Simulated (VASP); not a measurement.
# Ga7N8 (a cell with a defect): single point with PBE

Crystal: Ga7N8 (a cell with a defect).

```xyz
15
Lattice="3.1740 5.4976 0.0000 -3.1740 5.4976 0.0000 0.0000 0.0000 5.1563" Properties=species:S:1:pos:R:3 pbc="T T T"
Ga    0.0568    1.8413   -0.0154
Ga    0.0376    3.7608    2.6152
Ga   -1.6265    4.4796    0.0225
Ga   -1.6327    6.2468    2.6296
Ga    1.6056    4.6015    0.0315
Ga    0.0093    7.1993    0.0249
Ga    0.0053    8.9562    2.6272
N     0.3821    2.0351    1.8695
N     0.0130    3.6821    4.5361
N    -1.6522    4.4431    1.9645
N    -1.5928    6.3032    4.5420
N     1.5814    4.6894    1.9785
N     1.6528    6.4192    4.6461
N    -0.0535    7.1339    1.9574
N    -0.0418    9.0499    4.5674
```

| Item | Value |
| --- | --- |
| Program | VASP 6.6.1 |
| Task | single point |
| Functional | PBE |
| Potentials or basis | VASP PAW PBE potentials, release 64 (Ga_d, N) |
| Cutoff | 520 eV |
| k mesh | 3 × 3 × 3 |
| Occupations | fermi-dirac, width 0.05 eV |
| Spin | no spin polarisation |
| Dipole correction | no |
| Further INCAR settings | LREAL = Auto; ALGO = Normal; EDIFF = 1e-06; NBANDS = 78 |

```
Pressure      : 6.2 GPa
Largest force : 1.426 eV/Å
```

Forces on the atoms (eV/Å):
```
Ga  -0.016 -0.027 -0.033
Ga  -0.077 -0.109  0.055
Ga   0.012  0.006  0.000
Ga   0.104  0.006  0.029
Ga   0.065 -0.074  0.037
Ga   0.024  0.122 -0.021
Ga  -0.532  0.689 -0.191
N   -0.207 -0.206  0.023
N    0.008 -0.012  0.027
N    0.186  0.081  0.001
N    0.028  0.027 -0.002
N    0.711 -1.235  0.037
N   -0.018 -0.036  0.118
N   -0.365  0.704 -0.027
N    0.077  0.064 -0.053
```

Stress tensor (GPa, compression positive):
```
 5.58  1.15 -1.11
 1.15  4.87 -0.71
-1.11 -0.71  8.07
```

Levels at points of the mesh, in eV from the Fermi level:
| k point | band 62 | band 63 | band 64 | band 65 | band 66 | band 67 | band 68 | band 69 |
| --- | --- | --- | --- | --- | --- | --- | --- | --- |
| (0.00, 0.00, 0.00) | -0.77 | -0.49 | -0.40 | 0.14 | 0.25 | 0.42 | 2.42 | 4.59 |

Wall time 9.9 min on 1 thread of Intel Xeon 6975P-C, with other jobs on the host, peak memory 0.36 GiB.

Caveat: the k points lie up to 0.41 Å⁻¹ apart.
